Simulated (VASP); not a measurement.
# Ir (I4/mmm) in VASP: notebook

Runs on Ir. Level: LDA. Tasks: single point.

Everything below comes from runs of VASP 6.6.1. Logs are shortened: lines on timing, memory, paths and dates and some standing lists are left out, and cuts for length are marked.

### Step 1. The cell of the first run

It takes space group I4/mmm (No. 139, tetragonal). The conventional cell has a = 2.752 Å, b = 2.752 Å, c = 3.736 Å, α = 90.00°, β = 90.00°, γ = 90.00°. Ir (site symmetry 4/mmm) has 12 Ir at 2.70 to 2.75 Å within 3.6 Å.

### Step 2. Single point, LDA

Input file INCAR:

```
PREC     = Accurate       # precision mode
ENCUT    = 520            # plane-wave cutoff, eV
EDIFF    = 1E-6           # SCF threshold, eV
ISMEAR   = 0              # smearing method
SIGMA    = 0.15           # smearing width, eV
LREAL    = F              # projectors in reciprocal space
LASPH    = T              # aspherical terms in the spheres
NELM     = 60             # most SCF steps
ALGO     = Normal         # electronic algorithm
ISIF     = 2              # what is computed and relaxed
LWAVE    = F              # write WAVECAR
LCHARG   = F              # write CHGCAR
NBANDS   = 10             # bands
```

Input file KPOINTS:

```
regular mesh
0
Gamma
  8 8 8
```

Input file POSCAR:

```
Ir
1.0
    0.0000000000      1.9460005285      1.8681605073
    1.9460005285      0.0000000000      1.8681605073
    1.9460005285      1.9460005285      0.0000000000
Ir
1
Direct
    0.0000000000      0.0000000000      0.0000000000
```

Potentials or basis: VASP PAW LDA potentials, release 64 (Ir).

Launch:

```
> cat potpaw_LDA.64/Ir/POTCAR > POTCAR
> mpirun -np 1 vasp_std > vasp.out
```

OUTCAR:

```text
PREC = Accurate
   ENCUT = 520
   EDIFF = 1E-6
   ISMEAR = 0
   LREAL = F
   LASPH = T
   NELM = 60
   ISIF = 2

 ion  position               nearest neighbor table
   1  0.000  0.000  0.000-

  LATTYP: Found a body centered tetragonal cell.
 ALAT       =     2.7520603398
 C/A-ratio  =     1.3576450198

  Lattice vectors:

 A1 = (   0.0000000000,  -1.9460005285,  -1.8681605073)
 A2 = (   0.0000000000,   1.9460005285,  -1.8681605073)
 A3 = (   1.9460005285,   0.0000000000,   1.8681605073)

Analysis of symmetry for initial positions (statically):
=====================================================================
 Subroutine PRICEL returns:
 Original cell was already a primitive cell.

 Routine SETGRP: Setting up the symmetry group for a
 body centered tetragonal supercell.

 Subroutine GETGRP returns: Found 16 space group operations
 (whereof 16 operations were pure point group operations)
 out of a pool of 16 trial point group operations.

The static configuration has the point symmetry D_4h.

Analysis of symmetry for dynamics (positions and initial velocities):
=====================================================================
 Subroutine PRICEL returns:
 Original cell was already a primitive cell.

 Routine SETGRP: Setting up the symmetry group for a
 body centered tetragonal supercell.

 Subroutine GETGRP returns: Found 16 space group operations
 (whereof 16 operations were pure point group operations)
 out of a pool of 16 trial point group operations.

The dynamic configuration has the point symmetry D_4h.

 Subroutine INISYM returns: Found 16 space group operations
 (whereof 16 operations are pure point group operations),
 and found     1 'primitive' translations

----------------------------------------------------------------------------------------

                                     Primitive cell

  volume of cell :      14.1491

  direct lattice vectors                    reciprocal lattice vectors
     0.000000000  1.946000528  1.868160507    -0.256937238  0.256937238  0.267642956
     1.946000528  0.000000000  1.868160507     0.256937238 -0.256937238  0.267642956
     1.946000528  1.946000528  0.000000000     0.256937238  0.256937238 -0.267642956

  length of vectors
     2.697580719  2.697580719  2.752060340     0.451293962  0.451293962  0.451293962

  position of ions in fractional coordinates (direct lattice)
     0.000000000  0.000000000  0.000000000

  ion indices of the primitive-cell ions
   primitive index   ion index
                 1           1

----------------------------------------------------------------------------------------

 KPOINTS: regular mesh

Automatic generation of k-mesh.
 Grid dimensions read from file:
 generate k-points for:    8    8    8

 Generating k-lattice:

  Cartesian coordinates                     Fractional coordinates (reciprocal lattice)
    -0.032117155  0.032117155  0.033455369     0.125000000  0.000000000  0.000000000
     0.032117155 -0.032117155  0.033455369     0.000000000  0.125000000  0.000000000
     0.032117155  0.032117155 -0.033455369     0.000000000  0.000000000  0.125000000

  Length of vectors
     0.056411745  0.056411745  0.056411745

  Shift w.r.t. Gamma in fractional coordinates (k-lattice)
     0.000000000  0.000000000  0.000000000

 Subroutine IBZKPT returns following result:
 ===========================================

 Found     59 irreducible k-points:

 Following reciprocal coordinates:
            Coordinates               Weight
  0.000000  0.000000  0.000000      1.000000
  0.125000  0.000000  0.000000      8.000000
  0.250000  0.000000  0.000000      8.000000
  0.375000  0.000000  0.000000      8.000000
  0.500000  0.000000  0.000000      4.000000
  0.125000  0.125000  0.000000      2.000000
[... 16 lines left out ...]
  0.250000  0.000000  0.125000     16.000000
  0.375000  0.000000  0.125000     16.000000
 [... further k-points ...]
   k-points           NKPTS =     59   k-points in BZ     NKDIM =     59   number of bands    NBANDS=     10
   number of dos      NEDOS =    301   number of ions     NIONS =      1
   total plane-waves  NPLWV =   8000
   dimension x,y,z NGX =    20 NGY =   20 NGZ =   20
   dimension x,y,z NGXF=    40 NGYF=   40 NGZF=   40
   ions per type =               1
   NGX,Y,Z   is equivalent  to a cutoff of  12.33, 12.33, 12.08 a.u.
   NGXF,Y,Z  is equivalent  to a cutoff of  24.65, 24.65, 24.16 a.u.
 SYSTEM =  unknown system
   PREC   = accura    normal or accurate (medium, high low for compatibility)
   ISTART =      0    job   : 0-new  1-cont  2-samecut
   ICHARG =      2    charge: 1-file 2-atom 10-const
   ISPIN  =      1    spin polarized calculation?
   LNONCOLLINEAR =      F non collinear calculations
   LSORBIT =      F    spin-orbit coupling
   LASPH  =      T    aspherical Exc in radial PAW
   ENCUT  =  520.0 eV  38.22 Ry    6.18 a.u.   5.02  5.02  5.12*2*pi/ulx,y,z
   NELM   =     60;   NELMIN=  2; NELMDL= -5     # of ELM steps
   EDIFF  = 0.1E-05   stopping-criterion for ELM
   LREAL  =      F    real-space projection
   EDIFFG = 0.1E-04   stopping-criterion for IOM
   NSW    =      0    number of steps for IOM
   IBRION =     -1    ionic relax: 0-MD 1-quasi-New 2-CG
   NFREE  =      0    steps in history (QN), initial steepest desc. (CG)
   ISIF   =      2    stress and relaxation
   ISYM   =      2    0-nonsym 1-usesym 2-fastsym
   POTIM  = 0.5000    time-step for ionic-motion
   TEBEG  =    0.0;   TEEND  =   0.0 temperature during run
   PSTRESS=    0.0 pullay stress
   NELECT =       9.0000    total number of electrons
   NUPDOWN=      -1.0000    fix difference up-down
   EMIN   =  10.00;   EMAX   =-10.00  energy-range for DOS
   EFERMI =   0.00;   METHOD = LEGACY
   ISMEAR =     0;   SIGMA  =   0.15  broadening in eV -4-tet -1-fermi 0-gaus
   EFERMI_NEDOS =   21; number of points for ismear=-14 and -15
   IALGO  =     38    algorithm
   IMIX   =      4    mixing-type and parameters
     AMIX     =   0.40;   BMIX     =  1.00
     AMIX_MAG =   1.60;   BMIX_MAG =  1.00
  volume/ion in A,a.u.               =      14.15        95.48
  Fermi-wavevector in a.u.,A,eV,Ry     =   1.407923  2.660589 26.970118  1.982248
  Thomas-Fermi vector in A             =   2.530133
   LORBIT       =      0    0 simple, 1 ext, 2 COOP (PROOUT), +10 PAW based schemes
   GGA     = CA    functional components
   LHFCALC =     F    Hartree Fock is set to
   AEXX    =    0.0000 exact exchange contribution
   IVDW    =     0    specifies the selected vdW correction
   LEPSILON=     F    determine dielectric tensor
   LRPA    =     F    only Hartree local field effects (RPA)
 non-spin polarized calculation
 Gauss-broadening in eV      SIGMA  =   0.15
  energy-cutoff  :      520.00
  volume of cell :       14.15
 maximum number of plane-waves:       393
   NGX =  9   NGY =  9   NGZ = 11

 number of electron       9.0000001 magnetization

 Free energy of the ion-electron system (eV)
  ---------------------------------------------------
  ext. energy  EPLUGINS =         0.00000000
  ---------------------------------------------------
  free energy    TOTEN  =       -10.23533887 eV

  energy without entropy =      -10.21397861  energy(sigma->0) =      -10.22465874

 E-fermi :  10.3430     XC(G=0): -14.1380

 val. band max:       10.3144348271   @ k =   0.5000  -0.0000   0.3750
 cond. band min:      10.3574675337   @ k =  -0.3750   0.2500   0.0000
 fundamental gap:      0.0430327066
 Fermi energy:        10.3429581889

 k-point     1 :       0.0000    0.0000    0.0000
  band No.  band energies     occupation
      1      -0.7970      2.00000
      2       6.2265      2.00000
      3       6.2265      2.00000
      4       6.7535      2.00000
      5       8.7721      2.00000
      6       9.4609      2.00000
      7      24.6712      0.00000
      8      29.7672      0.00000
      9      29.7672      0.00000
     10      31.0968      0.00000

 k-point     2 :       0.1250    0.0000    0.0000
  band No.  band energies     occupation
      1      -0.1238      2.00000
      2       6.0364      2.00000
      3       6.4816      2.00000
      4       6.8940      2.00000
      5       8.6837      2.00000
      6       9.2681      2.00000
      7      25.7720      0.00000
      8      27.6433      0.00000
      9      30.8693      0.00000
     10      31.7471      0.00000

 k-point     3 :       0.2500    0.0000    0.0000
  band No.  band energies     occupation
      1       1.4083      2.00000
      2       5.9010      2.00000
      3       6.5909      2.00000
      4       7.1093      2.00000
      5       9.1978      2.00000
      6       9.4014      2.00000
      7      24.1409      0.00000
      8      27.0928      0.00000
      9      33.6183      0.00000
     10      34.1950      0.00000

 k-point     4 :       0.3750    0.0000    0.0000
  band No.  band energies     occupation
      1       2.1749      2.00000
      2       6.2183      2.00000
      3       6.7944      2.00000
      4       7.6495      2.00000
      5      10.4332      0.39475
      6      10.5857      0.02213
      7      20.2580      0.00000
      8      25.0886      0.00000
      9      31.4576      0.00000
     10      32.0494      0.00000

 k-point     5 :       0.5000    0.0000    0.0000
  band No.  band energies     occupation
      1       2.1917      2.00000
      2       6.0248      2.00000
      3       6.6062      2.00000
      4       9.5988      2.00000
      5      11.0498      0.00000
      6      11.3664      0.00000
      7      17.5852      0.00000
      8      24.1594      0.00000
      9      29.6979      0.00000
     10      30.4622      0.00000

 k-point     6 :       0.1250    0.1250    0.0000
  band No.  band energies     occupation
      1       0.1553      2.00000
      2       6.0120      2.00000
      3       6.7456      2.00000
      4       6.7456      2.00000
      5       8.7177      2.00000
      6       9.0789      2.00000
      7      26.2907      0.00000
      8      28.7124      0.00000
      9      30.1602      0.00000
     10      30.1602      0.00000
[... 183 lines left out ...]
 k-point    21 :       0.5000    0.5000    0.0000
  band No.  band energies     occupation
      1       2.4387      2.00000
      2       2.9122      2.00000
      3      11.1765      0.00000
      4      11.7976      0.00000
      5      11.7976      0.00000
      6      12.6316      0.00000
      7      21.5122      0.00000
      8      21.5122      0.00000
      9      21.5748      0.00000
     10      31.3065      0.00000

 k-point    22 :       0.1250    0.0000    0.1250
  band No.  band energies     occupation
      1       0.0818      2.00000
      2       5.6166      2.00000
      3       6.7972      2.00000
      4       7.2196      2.00000
      5       8.1639      2.00000
      6       9.5678      2.00000
      7      26.1795      0.00000
      8      28.6176      0.00000
      9      29.9795      0.00000
     10      31.1475      0.00000

 k-point    23 :       0.2500    0.0000    0.1250
  band No.  band energies     occupation
      1       1.3950      2.00000
      2       5.1715      2.00000
      3       6.8551      2.00000
      4       7.5119      2.00000
      5       8.4587      2.00000
      6       9.8709      1.99999
      7      26.0597      0.00000
      8      27.8787      0.00000
      9      30.6426      0.00000
     10      31.6955      0.00000

 k-point    24 :       0.3750    0.0000    0.1250
  band No.  band energies     occupation
      1       2.5902      2.00000
      2       5.8193      2.00000
      3       6.1208      2.00000
      4       7.3474      2.00000
      5      10.4227      0.45238
      6      10.7524      0.00011
      7      21.8968      0.00000
      8      26.4493      0.00000
      9      30.0997      0.00000
     10      31.6422      0.00000

 [... further k-points ...]

------------------------ aborting loop because EDIFF is reached ----------------------------------------

  FORCE on cell =-STRESS in cart. coord.  units (eV):
  Direction    XX          YY          ZZ          XY          YZ          ZX
  --------------------------------------------------------------------------------------
  -------------------------------------------------------------------------------------
  Total       -0.8030835     -0.8030835      0.4761492      0.0000000     -0.0000000     -0.0000000
  in kB      -90.9371247    -90.9371247     53.9167319      0.0000000     -0.0000000     -0.0000000
  external PRESSURE =     -42.6525059 kB  Pullay stress =       0.0000000 kB

 VOLUME and BASIS-vectors are now :
 -----------------------------------------------------------------------------
  energy-cutoff  :      520.00
  volume of cell :       14.15
      direct lattice vectors                 reciprocal lattice vectors
     0.000000000  1.946000528  1.868160507    -0.256937238  0.256937238  0.267642956
     1.946000528  0.000000000  1.868160507     0.256937238 -0.256937238  0.267642956
     1.946000528  1.946000528  0.000000000     0.256937238  0.256937238 -0.267642956

 POSITION                                       TOTAL-FORCE (eV/Angst)
 -----------------------------------------------------------------------------------
      0.00000      0.00000      0.00000         0.000000      0.000000      0.000000
 -----------------------------------------------------------------------------------
    total drift:                               -0.000000     -0.000000     -0.000000

  FREE ENERGIE OF THE ION-ELECTRON SYSTEM (eV)
  ---------------------------------------------------
  free  energy   TOTEN  =       -10.2353388650 eV

  energy  without entropy=      -10.2139786063  energy(sigma->0) =      -10.22465874
```

It took 3.7 s on 1 thread of AMD EPYC 9R45 (Zen 5), shared host; peak memory 0.09 GiB.

What came out:

| Property | Result |
| --- | --- |
| Free energy | -10.2353 eV |
| Pressure | -4.3 GPa |

Levels at points of the mesh, in eV from the Fermi level:
```tsv
k point	band 1	band 2	band 3	band 4	band 5	band 6	band 7	band 8
(0.00, 0.00, 0.00)	-11.14	-4.12	-4.12	-3.59	-1.57	-0.88	14.33	19.42
(0.50, 0.00, 0.00)	-8.15	-4.32	-3.74	-0.74	0.71	1.02	7.24	13.82
(0.50, 0.50, 0.00)	-7.90	-7.43	0.83	1.45	1.45	2.29	11.17	11.17
(0.50, 0.00, 0.50)	-7.96	-7.37	0.85	1.16	1.42	1.66	10.13	11.70
```

Caveat: spin-orbit coupling is left out, which moves the levels of the heavy elements.

(Continued in part 2 of 2.)
